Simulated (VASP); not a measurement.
Runs of VASP 6.6.1 on PbS. The structure is that of space group Cmcm (No. 63), or close to it. The cells are those of the table. 

```tsv
task	level	cell	k mesh	cutoff (eV)	smearing	dipole correction	tolerance level	purpose	passes	gap on the mesh (eV)	pressure (GPa)	relaxed volume (Å³/atom)	largest force (eV/Å)
single point	r2SCAN	a = 6.466, b = 6.466, c = 4.363 Å, angles 90.0, 90.0, 141.7°, 4 atoms	7 × 7 × 6	520	fermi-dirac 0.05 eV	no	-	-	-	1.62	-2.9	-	0.35
single point	revPBE	a = 6.213, b = 6.213, c = 4.192 Å, angles 90.0, 90.0, 141.7°, 4 atoms	7 × 7 × 6	520	fermi-dirac 0.05 eV	no	-	-	-	1.17	6.4	-	0.50
relaxation of cell and atoms	PBE+D4	relaxed from a = 6.342, b = 6.342, c = 4.279 Å, angles 90.0, 90.0, 141.7°, 4 atoms	7 × 7 × 6	600	fermi-dirac 0.05 eV	no	-	-	-	1.23	0.0	(b)	0.01
relaxation of cell and atoms	revPBE+D3(BJ)	relaxed from a = 6.342, b = 6.342, c = 4.279 Å, angles 90.0, 90.0, 141.7°, 4 atoms	7 × 7 × 6	600	fermi-dirac 0.05 eV	no	-	-	-	1.25	0.0	25.10	-
single point	PBE	a = 6.342, b = 6.342, c = 4.279 Å, angles 90.0, 90.0, 141.7°, 4 atoms	5 × 5 × 5	520	fermi-dirac 0.05 eV	no	-	-	-	1.23	1.0	-	0.11
relaxation of cell and atoms	AM05	relaxed from a = 6.405, b = 6.405, c = 4.322 Å, angles 90.0, 90.0, 141.7°, 4 atoms	7 × 7 × 7	690	gaussian 0.03 eV	-	standard	cell	3	1.13	0.0	(a)	-
single point	revPBE	a = 6.300, b = 6.300, c = 4.251 Å, angles 90.0, 90.0, 141.7°, 4 atoms	7 × 7 × 6	520	fermi-dirac 0.05 eV	no	-	-	-	(c)	3.6	-	0.22
```

Alike in all rows: no spin polarisation.

Question: Estimate the missing entries.

Answer: (a) 25.79; (b) 25.54; (c) 1.27.

Caveats: spin-orbit coupling is left out, which moves the levels of the heavy elements; the PAW data sets were made with another functional, which shifts forces and pressure a little (at least some runs); the cell stands under pressure (at least some runs).

A k mesh can miss the band edges, and the runs leave out spin-orbit coupling on Pb.
